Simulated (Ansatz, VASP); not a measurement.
# ZrTa2N4: VASP beside Ansatz

```
Zr Ta N
1.0
     5.33468    0.00000   -0.19728
     0.00000    3.10356    0.00000
    -1.77710    0.00000    5.36834
Zr Ta N
1 2 4
Direct
  0.68411 0.50000 0.51442
  0.01778 0.00000 0.05037
  0.47446 0.50000 0.95353
  0.43844 0.00000 0.21909
  0.89026 0.50000 0.21743
  0.59286 0.00000 0.75673
  0.07208 0.50000 0.79843
```

Change from the starting cell: species swapped into the KV2S4 type (Pm, No. 6).

Alike in both runs: functional PBE; k mesh 3 × 4 × 2; occupations gaussian, width 0.15 eV; no spin polarisation.

Ansatz relaxed the structure, and its values are those at the end. VASP's run is a single point on that final structure, the one shown.

```csv
,VASP,Ansatz
version,VASP 6.6.1,Ansatz 0.2.0
potentials or method,"VASP PAW PBE potentials, release 64 (Zr_sv, Ta_pv, N), cutoff 520 eV","scalar-relativistic, plane waves, PAW"
valence electrons in the cell,54,58
```

|  | VASP | Ansatz | Ansatz less VASP |
| --- | --- | --- | --- |
| gap on the k mesh at the Fermi level (eV) | none | none | - |
| pressure (GPa) | 0.4 | -0.1 | -0.48 |
| rms of the force components (eV/Å) | 0.027 | 0.015 | -0.0116 |

A gap of «none» marks a metal or a gap that the smearing closes. The functional is the same, so the differences come from potentials, cutoffs and numerics. VASP's potentials hold 54 valence electrons a cell and Ansatz's 58, so a difference there can come from the potentials and not from the codes.

The k mesh is coarse, so the values compare programs but aren't converged. Spin-orbit coupling is off throughout.
